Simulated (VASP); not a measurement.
## Mg6O5 (a cell with a defect): single point with PBE

The system is Mg6O5 (a cell with a defect).

```
Mg O
1.0
     5.63370    0.00000    0.00000
     0.00000    5.63370    0.00000
     0.00000    0.00000    5.63370
Mg O
6 5
Direct
  0.25000 0.00000 0.50000
  0.00000 0.50000 0.25000
  0.50000 0.75000 0.00000
  0.75000 0.00000 0.50000
  0.00000 0.50000 0.75000
  0.50000 0.25000 0.00000
  0.50000 0.00000 0.25000
  0.00000 0.75000 0.50000
  0.60000 0.51775 0.00000
  0.50000 0.00000 0.75000
  0.00000 0.25000 0.50000
```

This cell differs from its parent crystal: atoms taken out.

| Quantity | Value |
| --- | --- |
| Program | VASP 6.6.1 |
| Task | single point |
| Functional | PBE |
| Potentials or basis | VASP PAW PBE potentials, release 64 (Mg_sv, O) |
| Cutoff | 620 eV |
| k mesh | 4 × 4 × 4 |
| Occupations | gaussian, width 0.05 eV |
| Spin | no spin polarisation |

```
Pressure               : 12.9 GPa
Largest force          : 21.862 eV/Å
Band gap on the k mesh : 0.51 eV
```

Forces on the atoms (eV/Å):
```
Mg    0.118   0.002   0.000
Mg   -0.281   0.024   0.217
Mg   -8.825  20.001   0.000
Mg   -0.149  -0.025   0.000
Mg   -0.281   0.024  -0.217
Mg   -3.006  -7.311   0.000
O     0.040   0.124   0.074
O    -0.142  -0.192   0.000
O    12.667 -12.969   0.000
O     0.040   0.124  -0.074
O    -0.181   0.199   0.000
```

Stress tensor (GPa, compression positive):
```
 4.31 -6.38  0.00
-6.38 33.53  0.00
 0.00  0.00  0.80
```

Levels at points of the mesh, in eV from the valence-band top:
```tsv
k point	band 42	band 43	band 44	band 45	band 46	band 47	band 48	band 49
(0.00, 0.00, 0.00)	-3.30	-2.85	-2.59	-2.19	2.14	2.69	3.18	3.80
(0.50, 0.00, 0.00)	-3.24	-2.85	-2.59	-0.69	1.08	2.28	3.65	4.35
(0.00, 0.50, 0.00)	-3.37	-3.19	-2.59	-1.36	0.51	2.90	3.79	4.06
(0.00, 0.00, 0.50)	-3.32	-3.15	-2.85	-1.06	1.23	3.23	3.34	4.00
(0.50, 0.50, 0.00)	-3.25	-3.20	-2.59	-0.48	1.27	2.01	3.21	3.90
(0.00, 0.50, 0.50)	-3.50	-3.44	-3.17	-0.81	1.52	2.22	2.94	3.87
(0.50, 0.00, 0.50)	-3.31	-3.17	-2.85	-0.24	1.56	1.98	3.02	3.20
(0.50, 0.50, 0.50)	-3.59	-3.50	-3.37	0.00	1.90	2.25	2.41	3.51
```

It took 7.2 min on 1 thread of AMD EPYC 7R43 64-Core Processor (Zen 3), on a shared host, peak memory 0.44 GiB.

Caveat: the cell differs from its parent crystal (atoms taken out); atoms lie so close that the PAW spheres overlap strongly, which falsifies energies and pressures.
